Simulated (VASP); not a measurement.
Wanted: the native input for a VASP 6.6.1 run.

```yaml
Task: single point
Functional: LDA
Potentials_or_basis: VASP PAW LDA potentials, release 64 (Co)
Cutoff: 520 eV
k_mesh: 17 × 17 × 5
Occupations: fermi-dirac, width 0.05 eV
Spin: collinear spin, ferromagnetic start
Starting_moments: "[1.58, 1.58, 1.6, 1.6] μB"
Dipole_correction: no
Further_INCAR_settings: ALGO = Normal; EDIFF = 1e-07; NBANDS = 30
```

The structure of Co lies in POSCAR:

```
Co
1.0
    2.4896987721      0.0000000000      0.0000000000
   -1.2448493861      2.1561423844      0.0000000000
    0.0000000000      0.0000000000      8.0689380837
Co
4
Direct
    1.0000000000      0.0000000000      1.0000000000
    1.0000000000      0.0000000000      0.5000000000
    0.3333333333      0.6666666667      0.2500000000
    0.6666666667      0.3333333333      0.7500000000
```

These files were run (other wordings do the same):

INCAR

```
PREC = Accurate ; ENCUT = 520
EDIFF = 1E-7 ; ISMEAR = -1
SIGMA = 0.05 ; LREAL = F
LASPH = T ; NELM = 150
ALGO = Normal ; ISIF = 2
LWAVE = F ; LCHARG = F
ISPIN = 2 ; MAGMOM = 1.58 1.58 1.6 1.6
LORBIT = 11 ; LMAXMIX = 4
GGA = CA ; NBANDS = 30
```

KPOINTS

```
regular mesh
0
Gamma
  17 17 5
```

Potentials or basis: VASP PAW LDA potentials, release 64 (Co).

Command:

```console
$ cat potpaw_LDA.64/Co/POTCAR > POTCAR
$ mpirun -np 1 vasp_std > vasp.out
```

Results of the run:

```
Pressure                                              : -17.9 GPa
Net moment                                            : 6.30 μB per cell
Site moments                                          : Co +1.57, +1.59 (each value once) μB
Valence electrons inside the program's atomic spheres : Co 8.29, 8.28 (each value once)
```

Caveat: the cell stands under tension.

Run time: 3.5 min on 1 thread of Intel(R) Xeon(R) Platinum 8488C (Sapphire Rapids), on a shared host, peak memory 0.28 GiB.
